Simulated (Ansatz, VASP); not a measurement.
# One calculation of PPb2, two programs

```
P Pb
1.0
     4.51406    0.00000    0.00000
     0.00000    4.51406    0.00000
     0.00000    0.00000    8.11578
P Pb
2 4
Direct
  0.00000 0.50000 0.71755
  0.50000 0.00000 0.28245
  0.00000 0.00000 0.00000
  0.50000 0.50000 0.00000
  0.00000 0.50000 0.36249
  0.50000 0.00000 0.63751
```

Change from the starting cell: species swapped into the Cu2Sb type (P4/nmm, No. 129).

Alike in both runs: functional PBE; k mesh 4 × 4 × 4; occupations gaussian, width 0.1 eV; no spin polarisation.

Ansatz relaxed the structure, and its values are those at the end. VASP's run is a single point on that final structure, the one shown.

```csv
,VASP,Ansatz
version,VASP 6.6.1,Ansatz 0.2.0
potentials or method,"VASP PAW PBE potentials, release 64 (P, Pb_d), cutoff 520 eV","scalar-relativistic, plane waves, PAW"
valence electrons in the cell,66,66
```

|  | VASP | Ansatz | Ansatz less VASP |
| --- | --- | --- | --- |
| gap on the k mesh at the Fermi level (eV) | none | none | - |
| pressure (GPa) | 0.0 | 0.0 | +0.07 |

A gap of «none» marks a metal or a gap that the smearing closes.

Spin-orbit coupling is off throughout.
